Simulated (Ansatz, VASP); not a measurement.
## Two plane-wave programs on Tl

File INCAR:

```
PREC = Accurate
ENCUT = 520
EDIFF = 1E-6
ISMEAR = 0
SIGMA = 0.15
LREAL = F
LASPH = T
NELM = 100
ALGO = Normal
ISIF = 2
LWAVE = F
LCHARG = T
GGA = PS
LELF = T
LVHAR = T
NBANDS = 12
```

KPOINTS

```
regular mesh
0
Gamma
  18 18 18
```

File POSCAR:

```
Tl
1.0
   -2.0380500000      2.0380500000      2.0380500000
    2.0380500000     -2.0380500000      2.0380500000
    2.0380500000      2.0380500000     -2.0380500000
Tl
1
Direct
    0.0000000000      0.0000000000      0.0000000000
```

Input for Ansatz:

```yaml
crystal:
  lattice:
    - [-2.03805, 2.03805, 2.03805]
    - [2.03805, -2.03805, 2.03805]
    - [2.03805, 2.03805, -2.03805]
  atoms:
    - { symbol: Tl, position: [0.0, 0.0, 0.0] }
basis:
  ecutwfc: 420
kpoints:
  mp_grid: { grid: [18, 18, 18] }
hamiltonian:
  xc: pbesol
scf:
  occupations: { method: gaussian, width: 0.15 }
output:
  forces: true
  stress: true
  eigenvalues: true
```

Change from the starting cell: strain +0.050 along x and y, +0.050 along z, atoms carried along.

Alike in both runs: task single point; functional PBEsol; k mesh 18 × 18 × 18; occupations gaussian, width 0.15 eV; no spin polarisation.

```csv
,VASP,Ansatz
version,VASP 6.6.1,Ansatz 0.2.0
potentials or method,"VASP PAW PBE potentials, release 64 (Tl_d), cutoff 520 eV","scalar-relativistic, plane waves, PAW"
valence electrons in the cell,13,13
```

Ansatz gave:

```
gap on the k mesh at the Fermi level (eV) : none
pressure (GPa)                            : -3.9
```

Task: Estimate VASP's values.

Result: gap on the k mesh at the Fermi level (eV): none; pressure (GPa): -4.0.

VASP's potentials were made for PBE, not for PBEsol. A gap of «none» marks a metal or a gap that the smearing closes.

Spin-orbit coupling is off throughout.
